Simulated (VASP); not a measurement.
A run of VASP 6.6.1 is set up as follows.

INCAR

```
PREC     = Accurate       # precision mode
ENCUT    = 520            # plane-wave cutoff, eV
EDIFF    = 1E-6           # SCF threshold, eV
ISMEAR   = 0              # smearing method
SIGMA    = 0.1            # smearing width, eV
LREAL    = False          # projectors in reciprocal space
LASPH    = True           # aspherical terms in the spheres
NELM     = 100            # most SCF steps
ALGO     = Normal         # electronic algorithm
ISIF     = 2              # what is computed and relaxed
LWAVE    = False          # write WAVECAR
LCHARG   = False          # write CHGCAR
GGA      = PE             # functional
NBANDS   = 20             # bands
```

KPOINTS

```
regular mesh
0
Gamma
  6 6 4
```

File POSCAR:

```
MgH5W
1.0
    3.3209266400      0.0000000000      0.0000000000
    0.0000000000      3.3209266400      0.0000000000
    0.0000000000      0.0000000000      5.8273710600
Mg H W
1 5 1
Direct
    0.5000000000      0.5000000000      0.0000000000
    0.0000000000      0.5000000000      0.2839645700
    0.0000000000      0.5000000000      0.7160354300
    0.5000000000      0.0000000000      0.2839645700
    0.5000000000      0.0000000000      0.7160354300
    0.0000000000      0.0000000000      0.0000000000
    0.0000000000      0.0000000000      0.5000000000
```

Potentials or basis: VASP PAW PBE potentials, release 64 (Mg, H, W_sv).

The run is started by

```console
$ cat potpaw_PBE.64/Mg/POTCAR potpaw_PBE.64/H/POTCAR potpaw_PBE.64/W_sv/POTCAR > POTCAR
$ mpirun -np 1 vasp_std > vasp.out
```

(1) What does it give for the pressure?

(2) What does it give for the largest force?

## Answers

(1) -21.9 GPa.

(2) 1.048 eV/Å.

Caveat: forces of over 1 eV/Å act on the atoms, so gaps and moduli don't describe the material at rest.
